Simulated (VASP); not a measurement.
A run of VASP 6.6.1:

File INCAR:

```
  PREC = Accurate
  ENCUT = 520
  EDIFF = 1E-7
  ISMEAR = -1
  SIGMA = 0.05
  LREAL = False
  LASPH = True
  NELM = 150
  ALGO = Normal
  ISIF = 2
  LWAVE = False
  LCHARG = False
  ISPIN = 2
  MAGMOM = 2 2
  LORBIT = 11
  LMAXMIX = 4
  NBANDS = 20
```

The input KPOINTS:

```
Automatic mesh
0
Gamma
  17 17 9
```

File POSCAR:

```
Co
1.0
    2.4953926951      0.0000000000      0.0000000000
   -1.2476963476      2.1610734664      0.0000000000
    0.0000000000      0.0000000000      4.0317541369
Co
2
Direct
    0.3333333333      0.6666666667      0.2500000000
    0.6666666667      0.3333333333      0.7500000000
```

Potentials or basis: VASP PAW LDA potentials, release 64 (Co).

The run is started by

```console
$ cat potpaw_LDA.64/Co/POTCAR > POTCAR
$ mpirun -np 1 vasp_std > vasp.out
```

Hardware: 1 thread of Intel(R) Xeon(R) 6975P-C (Granite Rapids), with other jobs on the host.

Task: How long does it take, and how much memory?

Result: Run time: 59 s on 1 thread of Intel(R) Xeon(R) 6975P-C (Granite Rapids) (shared host), peak memory 0.2 GiB. Counts: scf iterations 14, k points 165.
